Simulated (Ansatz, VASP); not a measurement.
# One calculation of GePt, two programs

```
Ge Pt
1.0
     5.81833    0.00000    0.00000
     0.00000    3.75248    0.00000
     0.00000    0.00000    6.18484
Ge Pt
4 4
Direct
  0.18674 0.25000 0.58812
  0.31326 0.75000 0.08812
  0.81326 0.75000 0.41188
  0.68674 0.25000 0.91188
  0.49771 0.25000 0.30731
  0.00229 0.75000 0.80731
  0.50229 0.75000 0.69269
  0.99771 0.25000 0.19269
```

Alike in both runs: functional PBE; k mesh 6 × 8 × 6; occupations gaussian, width 0.1 eV; no spin polarisation.

Ansatz relaxed the structure, and its values are those at the end. VASP's run is a single point on that final structure, the one shown.

|  | VASP | Ansatz |
| --- | --- | --- |
| version | VASP 6.6.1 | Ansatz 0.2.0 |
| potentials or method | VASP PAW PBE potentials, release 64 (Ge_d, Pt), cutoff 520 eV | scalar-relativistic, plane waves, PAW |
| valence electrons in the cell | 96 | 128 |

```tsv
	VASP	Ansatz	Ansatz less VASP
gap on the k mesh at the Fermi level (eV)	none	none	-
pressure (GPa)	0.0	0.0	+0.03
rms of the force components (eV/Å)	0.003	0.004	+0.0007
```

A gap of «none» marks a metal or a gap that the smearing closes. VASP's potentials hold 96 valence electrons a cell and Ansatz's 128, so a difference there can come from the potentials and not from the codes.

Neither program's run includes spin-orbit coupling.
